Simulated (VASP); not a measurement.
# Al2Ru (Fddd) in VASP: further runs

Runs on Al2Ru. Level: r2SCAN. Tasks: single point.

Everything below comes from runs of VASP 6.6.1. Logs are shortened: lines on timing, memory, paths and dates and some standing lists are left out, and cuts for length are marked.

### 1 The cell of the first run

It takes space group Fddd (No. 70, orthorhombic). The conventional cell has a = 4.705 Å, b = 7.980 Å, c = 8.783 Å, α = 90.00°, β = 90.00°, γ = 90.00°. Al (site symmetry 2) has 5 Ru at 2.57 to 2.72 Å and 9 Al at 2.60 to 3.19 Å within 3.4 Å. Within 3.4 Å of Ru (site symmetry 222) lie 10 Al at 2.57 to 2.72 Å and 4 Ru at 3.19 Å.

### 2 Single point, r2SCAN

The input, POSCAR:

```
Al2Ru
1.0
    0.0000000000      3.9898374997      4.3915250777
    2.3524746913      0.0000000000      4.3915250777
    2.3524746913      3.9898374997      0.0000000000
Al Ru
4 2
Direct
    0.0790610300      0.4209389700      0.0790610300
    0.4209389700      0.0790610300      0.4209389700
    0.1709389700      0.8290610300      0.1709389700
    0.8290610300      0.1709389700      0.8290610300
    0.7500000000      0.7500000000      0.7500000000
    0.5000000000      0.5000000000      0.5000000000
```

The input, INCAR.step1:

```
SYSTEM = Al2Ru
ALGO     = Normal         ! electronic algorithm
EDIFF    = 1E-4           ! SCF threshold, eV
ENCUT    = 520            ! plane-wave cutoff, eV
GGA      = PE             ! functional
ISMEAR   = 0              ! smearing method
LASPH    = .TRUE.         ! aspherical terms in the spheres
LCHARG   = .FALSE.        ! write CHGCAR
LREAL    = .FALSE.        ! projectors in reciprocal space
LWAVE    = .TRUE.         ! write WAVECAR
NBANDS   = 29             ! bands
NELM     = 80             ! most SCF steps
PREC     = Accurate       ! precision mode
SIGMA    = 0.01           ! smearing width, eV
```

The input, INCAR.step2:

```
SYSTEM = Al2Ru
ALGO     = Normal         ! electronic algorithm
EDIFF    = 1E-6           ! SCF threshold, eV
ENCUT    = 520            ! plane-wave cutoff, eV
ISIF     = 2              ! what is computed and relaxed
ISMEAR   = 0              ! smearing method
ISTART   = 1            
LASPH    = .TRUE.         ! aspherical terms in the spheres
LCHARG   = .FALSE.        ! write CHGCAR
LMIXTAU  = .TRUE.       
LREAL    = .FALSE.        ! projectors in reciprocal space
LWAVE    = .FALSE.        ! write WAVECAR
METAGGA  = R2SCAN         ! meta-GGA
NBANDS   = 29             ! bands
NELM     = 80             ! most SCF steps
PREC     = Accurate       ! precision mode
SIGMA    = 0.01           ! smearing width, eV
```

The input, KPOINTS:

```
k-points
0
G
  1 1 1
  0 0 0
```

Potentials or basis: VASP PAW PBE potentials, release 64 (Al, Ru_pv).

The run is started by

```
$ cat potpaw_PBE.64/Al/POTCAR potpaw_PBE.64/Ru_pv/POTCAR > POTCAR
$ cp INCAR.step1 INCAR
$ mpirun -np 1 vasp_gam > vasp.out
$ cp INCAR.step2 INCAR
$ mpirun -np 1 vasp_gam > vasp.out
```

OUTCAR:

```text
SYSTEM = Al2Ru
   EDIFF = 1E-6
   ENCUT = 520
   ISIF = 2
   ISMEAR = 0
   ISTART = 1
   LASPH = .TRUE.
   LREAL = .FALSE.
   METAGGA = R2SCAN
   NELM = 80
   PREC = Accurate

 ion  position               nearest neighbor table
   1  0.079  0.421  0.079-   6 2.57   6 2.57   3 2.60   3 2.60   5 2.63   2 2.67   2 2.67   5 2.72
                             5 2.72   2 2.73   4 3.19   4 3.19   4 3.19   4 3.19
   2  0.421  0.079  0.421-   6 2.57   6 2.57   4 2.60   4 2.60   5 2.63   1 2.67   1 2.67   5 2.72
                             5 2.72   1 2.73   3 3.19   3 3.19   3 3.19   3 3.19
   3  0.171  0.829  0.171-   5 2.57   5 2.57   1 2.60   1 2.60   6 2.63   4 2.67   4 2.67   6 2.72
                             6 2.72   4 2.73   2 3.19   2 3.19   2 3.19   2 3.19
   4  0.829  0.171  0.829-   5 2.57   5 2.57   2 2.60   2 2.60   6 2.63   3 2.67   3 2.67   6 2.72
                             6 2.72   3 2.73   1 3.19   1 3.19   1 3.19   1 3.19
   5  0.750  0.750  0.750-   4 2.57   3 2.57   4 2.57   3 2.57   1 2.63   2 2.63   2 2.72   2 2.72
                             1 2.72   1 2.72   6 3.19   6 3.19   6 3.19   6 3.19
   6  0.500  0.500  0.500-   1 2.57   2 2.57   1 2.57   2 2.57   3 2.63   4 2.63   3 2.72   3 2.72
                             4 2.72   4 2.72   5 3.19   5 3.19   5 3.19   5 3.19

  LATTYP: Found a face centered orthorhombic cell.
 ALAT       =     4.7049493826
 B/A-ratio  =     1.6960171833
 C/A-ratio  =     1.8667682564

  Lattice vectors:

 A1 = (   0.0000000000,   3.9898374997,   4.3915250777)
 A2 = (   2.3524746913,   0.0000000000,   4.3915250777)
 A3 = (   2.3524746913,   3.9898374997,   0.0000000000)

Analysis of symmetry for initial positions (statically):
=====================================================================
 Subroutine PRICEL returns:
 Original cell was already a primitive cell.

 Routine SETGRP: Setting up the symmetry group for a
 face centered orthorhombic supercell.

 Subroutine GETGRP returns: Found  8 space group operations
 (whereof  4 operations were pure point group operations)
 out of a pool of  8 trial point group operations.

The static configuration has the point symmetry D_2 .
 The point group associated with its full space group is D_2h.

Analysis of symmetry for dynamics (positions and initial velocities):
=====================================================================
 Subroutine PRICEL returns:
 Original cell was already a primitive cell.

 Routine SETGRP: Setting up the symmetry group for a
 face centered orthorhombic supercell.

 Subroutine GETGRP returns: Found  8 space group operations
 (whereof  4 operations were pure point group operations)
 out of a pool of  8 trial point group operations.

The dynamic configuration has the point symmetry D_2 .
 The point group associated with its full space group is D_2h.

 Subroutine INISYM returns: Found  8 space group operations
 (whereof  4 operations are pure point group operations),
 and found     1 'primitive' translations

----------------------------------------------------------------------------------------

                                     Primitive cell

  volume of cell :      82.4376

  direct lattice vectors                    reciprocal lattice vectors
     0.000000000  3.989837500  4.391525078    -0.212542138  0.125318387  0.113855663
     2.352474691  0.000000000  4.391525078     0.212542138 -0.125318387  0.113855663
     2.352474691  3.989837500  0.000000000     0.212542138  0.125318387 -0.113855663

  length of vectors
     5.933320806  4.981930317  4.631731906     0.271738791  0.271738791  0.271738791

  position of ions in fractional coordinates (direct lattice)
     0.079061030  0.420938970  0.079061030
     0.420938970  0.079061030  0.420938970
     0.170938970  0.829061030  0.170938970
     0.829061030  0.170938970  0.829061030
     0.750000000  0.750000000  0.750000000
     0.500000000  0.500000000  0.500000000

  ion indices of the primitive-cell ions
   primitive index   ion index
                 1           1
                 2           2
[... 48 lines left out ...]
   ISIF   =      2    stress and relaxation
   ISYM   =      2    0-nonsym 1-usesym 2-fastsym
   POTIM  = 0.5000    time-step for ionic-motion
   TEBEG  =    0.0;   TEEND  =   0.0 temperature during run
   PSTRESS=    0.0 pullay stress
   NELECT =      40.0000    total number of electrons
   NUPDOWN=      -1.0000    fix difference up-down
   EMIN   =  10.00;   EMAX   =-10.00  energy-range for DOS
   EFERMI =   0.00;   METHOD = LEGACY
   ISMEAR =     0;   SIGMA  =   0.01  broadening in eV -4-tet -1-fermi 0-gaus
   EFERMI_NEDOS =   21; number of points for ismear=-14 and -15
   IALGO  =     38    algorithm
   IMIX   =      4    mixing-type and parameters
     AMIX     =   0.40;   BMIX     =  1.00
     AMIX_MAG =   1.60;   BMIX_MAG =  1.00
  volume/ion in A,a.u.               =      13.74        92.72
  Fermi-wavevector in a.u.,A,eV,Ry     =   1.286430  2.431001 22.516327  1.654903
  Thomas-Fermi vector in A             =   2.418505
   LORBIT       =      0    0 simple, 1 ext, 2 COOP (PROOUT), +10 PAW based schemes
   METAGGA = R2SCAN    functional components
   LHFCALC =     F    Hartree Fock is set to
   AEXX    =    0.0000 exact exchange contribution
   IVDW    =     0    specifies the selected vdW correction
   LEPSILON=     F    determine dielectric tensor
   LRPA    =     F    only Hartree local field effects (RPA)
 non-spin polarized calculation
 Gauss-broadening in eV      SIGMA  =   0.01
  energy-cutoff  :      520.00
  volume of cell :       82.44
 maximum number of plane-waves:      1106
 NGX is ok and might be reduce to    48
   NGX = 23   NGY = 19   NGZ = 17

 number of electron      40.0000001 magnetization

 Free energy of the ion-electron system (eV)
  ---------------------------------------------------
  ext. energy  EPLUGINS =         0.00000000
  ---------------------------------------------------
  free energy    TOTEN  =       -75.72571780 eV

  energy without entropy =      -75.72571780  energy(sigma->0) =      -75.72571780

 E-fermi :  10.8490     XC(G=0): -12.7912

 val. band max:       10.7163338529   @ k =   0.0000   0.0000   0.0000
 cond. band min:      12.1374836730   @ k =   0.0000   0.0000   0.0000
 fundamental gap:      1.4211498201
 Fermi energy:        10.8490206945

 k-point     1 :       0.0000    0.0000    0.0000
  band No.  band energies     occupation
      1     -34.5383      2.00000
      2     -34.5267      2.00000
      3     -34.3010      2.00000
      4     -34.2295      2.00000
      5     -34.2019      2.00000
      6     -34.1098      2.00000
[... 21 lines left out ...]
     28      14.4827      0.00000
     29      15.4523      0.00000

------------------------ aborting loop because EDIFF is reached ----------------------------------------

  FORCE on cell =-STRESS in cart. coord.  units (eV):
  Direction    XX          YY          ZZ          XY          YZ          ZX
  --------------------------------------------------------------------------------------
  -------------------------------------------------------------------------------------
  Total       -1.7475797      9.9526974     -4.5928512      0.0000000      0.0000000      0.0000000
  in kB      -33.9642520    193.4308993    -89.2621681      0.0000000      0.0000000      0.0000000
  external PRESSURE =      23.4014931 kB  Pullay stress =       0.0000000 kB

 VOLUME and BASIS-vectors are now :
 -----------------------------------------------------------------------------
  energy-cutoff  :      520.00
  volume of cell :       82.44
      direct lattice vectors                 reciprocal lattice vectors
     0.000000000  3.989837500  4.391525078    -0.212542138  0.125318387  0.113855663
     2.352474691  0.000000000  4.391525078     0.212542138 -0.125318387  0.113855663
     2.352474691  3.989837500  0.000000000     0.212542138  0.125318387 -0.113855663

 POSITION                                       TOTAL-FORCE (eV/Angst)
 -----------------------------------------------------------------------------------
      1.17624      0.63088      2.19576        -0.000000      0.424601      0.000000
      1.17624      3.35896      2.19576        -0.000000     -0.424601      0.000000
      2.35247      1.36404      4.39153         0.000000     -0.424601      0.000000
      2.35247      6.61564      4.39153         0.000000      0.424601      0.000000
      3.52871      5.98476      6.58729         0.000000     -0.000000     -0.000000
      2.35247      3.98984      4.39153        -0.000000     -0.000000      0.000000
 -----------------------------------------------------------------------------------
    total drift:                               -0.000000     -0.000000     -0.000000

  FREE ENERGIE OF THE ION-ELECTRON SYSTEM (eV)
  ---------------------------------------------------
  free  energy   TOTEN  =       -75.7257178020 eV

  energy  without entropy=      -75.7257178020  energy(sigma->0) =      -75.72571780
```

Run time: 29 s. Hardware: 1 thread of Intel Xeon Platinum 8488C (Sapphire Rapids), shared host; peak memory 0.25 GiB.

Results:

| Property | Result |
| --- | --- |
| Free energy | -75.7257 eV |
| Pressure | 2.3 GPa |
| Largest force | 0.425 eV/Å |
| Band gap on the k mesh | 1.42 eV |

Forces on the atoms (eV/Å):
```
Al   0.000  0.425  0.000
Al   0.000 -0.425  0.000
Al   0.000 -0.425  0.000
Al   0.000  0.425  0.000
Ru   0.000  0.000  0.000
Ru   0.000  0.000  0.000
```

Levels at points of the mesh, in eV from the valence-band top:
```csv
k point,band 17,band 18,band 19,band 20,band 21,band 22,band 23,band 24
"(0.00, 0.00, 0.00)",-2.54,-2.00,-1.37,0.00,1.42,2.08,2.22,2.25
```

Caveat: the k points lie up to 1.71 Å⁻¹ apart; the PAW data sets were made with another functional, which shifts forces and pressure a little. A k mesh can miss the band edges.

### 3 Single point, r2SCAN

POSCAR is that of step 2.

The input, INCAR.step1:

```
ALGO = Normal
EDIFF = 1E-4
ENCUT = 520
GGA = PE
ISMEAR = 0
LASPH = True
LCHARG = False
LREAL = False
LWAVE = True
NBANDS = 29
NELM = 80
PREC = Accurate
SIGMA = 0.01
```

The input, INCAR.step2:

```
ALGO = Normal
EDIFF = 1E-7
ENCUT = 520
ISIF = 2
ISMEAR = 0
ISTART = 1
LASPH = True
LCHARG = False
LMIXTAU = True
LREAL = False
LWAVE = False
METAGGA = R2SCAN
NBANDS = 29
NELM = 80
PREC = Accurate
SIGMA = 0.01
```

The input, KPOINTS:

```
k-points
0
Gamma
  2 2 2
```

Potentials or basis: VASP PAW PBE potentials, release 64 (Al, Ru_pv).

The run is started by

```
$ cat potpaw_PBE.64/Al/POTCAR potpaw_PBE.64/Ru_pv/POTCAR > POTCAR
$ cp INCAR.step1 INCAR
$ mpirun -np 1 vasp_std > vasp.out
$ cp INCAR.step2 INCAR
$ mpirun -np 1 vasp_std > vasp.out
```

Wall time 71 s (1 thread of Intel Xeon Platinum 8488C (Sapphire Rapids), shared host); peak memory 0.26 GiB.

The run converged. Its results:

```
Free energy            : -82.3636 eV
Pressure               : 0.6 GPa
Largest force          : 0.010 eV/Å
Band gap on the k mesh : 0.39 eV, indirect (least direct gap 1.36 eV)
```

Forces on the atoms (eV/Å):
```
Al   0.000  0.010  0.000
Al   0.000 -0.010  0.000
Al   0.000 -0.010  0.000
Al   0.000  0.010  0.000
Ru   0.000  0.000  0.000
Ru   0.000  0.000  0.000
```

Stress tensor (GPa, compression positive):
```
-0.14  0.00  0.00
 0.00  0.70  0.00
 0.00  0.00  1.13
```

Levels at points of the mesh, in eV from the valence-band top:
```csv
k point,band 16,band 17,band 18,band 19,band 20,band 21,band 22,band 23,band 24,band 25
"(0.00, 0.00, 0.00)",-3.13,-2.11,-1.36,-1.22,0.00,1.82,2.36,2.50,2.71,2.90
"(0.50, 0.00, 0.00)",-2.69,-2.31,-2.23,-1.22,-0.98,0.39,0.79,2.02,3.53,4.49
"(0.50, 0.50, 0.00)",-2.42,-1.70,-1.70,-1.37,-1.37,2.34,2.34,2.67,2.67,3.83
"(0.50, 0.00, 0.50)",-2.93,-2.44,-2.44,-1.56,-1.56,1.87,1.87,2.63,2.63,3.44
"(0.00, 0.50, 0.50)",-3.02,-2.66,-2.66,-1.32,-1.32,0.39,0.39,4.90,4.90,5.29
```

Caveat: the k points lie up to 0.85 Å⁻¹ apart; the PAW data sets were made with another functional, which shifts forces and pressure a little. A k mesh can miss the band edges.

### 4 Single point, r2SCAN

POSCAR is that of step 3.

The input, INCAR.step1:

```
SYSTEM = Al2Ru
  PREC = Accurate
  ENCUT = 520
  ISMEAR = 0
  SIGMA = 0.01
  LREAL = .FALSE.
  LASPH = .TRUE.
  NELM = 80
  NBANDS = 29
  GGA = PE
  ALGO = Normal
  EDIFF = 1E-4
  LWAVE = .TRUE.
  LCHARG = .FALSE.
```

The input, INCAR.step2:

```
SYSTEM = Al2Ru
  PREC = Accurate
  ENCUT = 520
  EDIFF = 1E-7
  ISMEAR = 0
  SIGMA = 0.01
  LREAL = .FALSE.
  LASPH = .TRUE.
  NELM = 80
  ALGO = Normal
  ISIF = 2
  LWAVE = .FALSE.
  LCHARG = .FALSE.
  METAGGA = R2SCAN
  LMIXTAU = .TRUE.
  NBANDS = 29
  ISTART = 1
```

The input, KPOINTS:

```
Automatic mesh
0
G
  4 4 4
  0 0 0
```

The run is started by

```
$ cat potpaw_PBE.64/Al/POTCAR potpaw_PBE.64/Ru_pv/POTCAR > POTCAR
$ cp INCAR.step1 INCAR
$ mpirun -np 1 vasp_std > vasp.out
$ cp INCAR.step2 INCAR
$ mpirun -np 1 vasp_std > vasp.out
```

It took 3.6 min on 1 thread of Intel Xeon Platinum 8488C (Sapphire Rapids), shared host; peak memory 0.28 GiB.

Results (log left out):

```yaml
Free_energy: -82.4681 eV
Pressure: -0.1 GPa
Largest_force: 0.005 eV/Å
Band_gap_on_the_k_mesh: 0.26 eV, indirect (least direct gap 1.37 eV)
```

Forces in eV/Å, atoms in the order of the input:
```
Al   0.000  0.005  0.000
Al   0.000 -0.005  0.000
Al   0.000 -0.005  0.000
Al   0.000  0.005  0.000
Ru   0.000  0.000  0.000
Ru   0.000  0.000  0.000
```

Stress tensor (GPa, compression positive):
```
-0.06  0.00  0.00
 0.00  0.02  0.00
 0.00  0.00 -0.14
```

Levels at points of the mesh, in eV from the valence-band top:
| k point | band 18 | band 19 | band 20 | band 21 | band 22 | band 23 |
| --- | --- | --- | --- | --- | --- | --- |
| (0.00, 0.00, 0.00) | -1.35 | -1.23 | 0.00 | 1.84 | 2.37 | 2.52 |
| (0.50, 0.00, 0.00) | -2.21 | -1.18 | -0.95 | 0.41 | 0.80 | 2.04 |
| (0.50, 0.50, 0.00) | -1.66 | -1.37 | -1.37 | 2.36 | 2.36 | 2.68 |
| (0.50, 0.00, 0.50) | -2.43 | -1.53 | -1.53 | 1.88 | 1.88 | 2.65 |
| (0.00, 0.50, 0.50) | -2.61 | -1.30 | -1.30 | 0.43 | 0.43 | 4.89 |

Caveat: the k points lie up to 0.43 Å⁻¹ apart; the PAW data sets were made with another functional, which shifts forces and pressure a little.

### 5 Single point, r2SCAN

POSCAR is that of step 4.

The input, INCAR.step1:

```
  PREC = Accurate
  ENCUT = 520
  ISMEAR = 0
  SIGMA = 0.01
  LREAL = F
  LASPH = T
  NELM = 60
  NBANDS = 29
  GGA = PE
  ALGO = Normal
  EDIFF = 1E-4
  LWAVE = T
  LCHARG = F
```

The input, INCAR.step2:

```
  PREC = Accurate
  ENCUT = 520
  EDIFF = 1E-6
  ISMEAR = 0
  SIGMA = 0.01
  LREAL = F
  LASPH = T
  NELM = 60
  ALGO = Normal
  ISIF = 2
  LWAVE = F
  LCHARG = F
  METAGGA = R2SCAN
  LMIXTAU = T
  NBANDS = 29
  ISTART = 1
```

The input, KPOINTS:

```
Automatic mesh
0
Gamma
  6 6 6
```

The run is started by

```
$ cat potpaw_PBE.64/Al/POTCAR potpaw_PBE.64/Ru_pv/POTCAR > POTCAR
$ cp INCAR.step1 INCAR
$ mpirun -np 1 vasp_std > vasp.out
$ cp INCAR.step2 INCAR
$ mpirun -np 1 vasp_std > vasp.out
```

Wall time 5.4 min (1 thread of Intel Xeon Platinum 8488C (Sapphire Rapids), shared host); peak memory 0.32 GiB.

The run converged. Its results:

* Free energy: -82.4683 eV
* Pressure: -0.1 GPa
* Largest force: 0.005 eV/Å
* Band gap on the k mesh: 0.17 eV, indirect (least direct gap 1.37 eV)

Forces in eV/Å, atoms in the order of the input:
```
Al   0.000  0.005  0.000
Al   0.000 -0.005  0.000
Al   0.000 -0.005  0.000
Al   0.000  0.005  0.000
Ru   0.000  0.000  0.000
Ru   0.000  0.000  0.000
```

Levels at points of the mesh, in eV from the valence-band top:
```
           k point  band 17  band 18  band 19  band 20  band 21  band 22  band 23  band 24
(0.00, 0.00, 0.00)    -2.10    -1.35    -1.23     0.00     1.84     2.37     2.52     2.73
(0.50, 0.00, 0.00)    -2.26    -2.21    -1.18    -0.95     0.41     0.80     2.04     3.53
(0.50, 0.50, 0.00)    -1.66    -1.66    -1.37    -1.37     2.36     2.36     2.68     2.68
(0.50, 0.00, 0.50)    -2.43    -2.43    -1.53    -1.53     1.88     1.88     2.65     2.65
(0.00, 0.50, 0.50)    -2.61    -2.61    -1.30    -1.30     0.43     0.43     4.89     4.89
```

Caveat: the PAW data sets were made with another functional, which shifts forces and pressure a little.

### 6 Single point, r2SCAN

POSCAR is that of step 5.

The input, INCAR.step1:

```
SYSTEM = Al2Ru
  ALGO = Normal
  EDIFF = 1E-4
  ENCUT = 520
  GGA = PE
  ISMEAR = 0
  LASPH = .True.
  LCHARG = .False.
  LREAL = .False.
  LWAVE = .True.
  NBANDS = 29
  NELM = 60
  PREC = Accurate
  SIGMA = 0.01
```

The input, INCAR.step2:

```
SYSTEM = Al2Ru
  ALGO = Normal
  EDIFF = 1E-6
  ENCUT = 520
  ISIF = 2
  ISMEAR = 0
  ISTART = 1
  LASPH = .True.
  LCHARG = .False.
  LMIXTAU = .True.
  LREAL = .False.
  LWAVE = .False.
  METAGGA = R2SCAN
  NBANDS = 29
  NELM = 60
  PREC = Accurate
  SIGMA = 0.01
```

The input, KPOINTS:

```
k-points
0
Gamma
  8 8 8
  0 0 0
```

Potentials or basis: VASP PAW PBE potentials, release 64 (Al, Ru_pv).

The run is started by

```
$ cat potpaw_PBE.64/Al/POTCAR potpaw_PBE.64/Ru_pv/POTCAR > POTCAR
$ cp INCAR.step1 INCAR
$ mpirun -np 1 vasp_std > vasp.out
$ cp INCAR.step2 INCAR
$ mpirun -np 1 vasp_std > vasp.out
```

Run time: 10 min. Hardware: 1 thread of Intel Xeon Platinum 8488C (Sapphire Rapids), shared host; peak memory 0.39 GiB.

The run converged. Its results:

```yaml
Free_energy: -82.4683 eV
Pressure: -0.1 GPa
Largest_force: 0.005 eV/Å
Band_gap_on_the_k_mesh: 0.20 eV, indirect (least direct gap 1.37 eV)
```

Forces on the atoms (eV/Å):
```
Al   0.000  0.005  0.000
Al   0.000 -0.005  0.000
Al   0.000 -0.005  0.000
Al   0.000  0.005  0.000
Ru   0.000  0.000  0.000
Ru   0.000  0.000  0.000
```

Levels at points of the mesh, in eV from the valence-band top:
| k point | band 18 | band 19 | band 20 | band 21 | band 22 | band 23 |
| --- | --- | --- | --- | --- | --- | --- |
| (0.00, 0.00, 0.00) | -1.35 | -1.23 | 0.00 | 1.84 | 2.37 | 2.52 |
| (0.50, 0.00, 0.00) | -2.21 | -1.18 | -0.95 | 0.41 | 0.80 | 2.04 |
| (0.50, 0.50, 0.00) | -1.66 | -1.37 | -1.37 | 2.36 | 2.36 | 2.68 |
| (0.50, 0.00, 0.50) | -2.43 | -1.53 | -1.53 | 1.88 | 1.88 | 2.65 |
| (0.00, 0.50, 0.50) | -2.61 | -1.30 | -1.30 | 0.43 | 0.43 | 4.89 |

Caveat: the PAW data sets were made with another functional, which shifts forces and pressure a little. A k mesh can miss the band edges.

### 7 Overview

```csv
k mesh,gap on the mesh (eV),pressure (GPa),largest force (eV/Å)
1 × 1 × 1,1.42,2.3,0.42
2 × 2 × 2,0.39,0.6,0.01
4 × 4 × 4,0.26,-0.1,-
6 × 6 × 6,0.17,-0.1,0.01
8 × 8 × 8,0.20,-0.1,0.01
```

Alike in all rows: task single point; level r2SCAN; potentials or basis VASP PAW PBE potentials, release 64 (Al, Ru_pv); no spin polarisation; cell as given; cutoff (eV) 520; smearing gaussian 0.01 eV.

Caveats: some runs use coarse meshes; the PAW data sets were made with another functional, which shifts forces and pressure a little.

Total energies depend on the potentials used, so only differences within one code and one set of settings carry meaning.
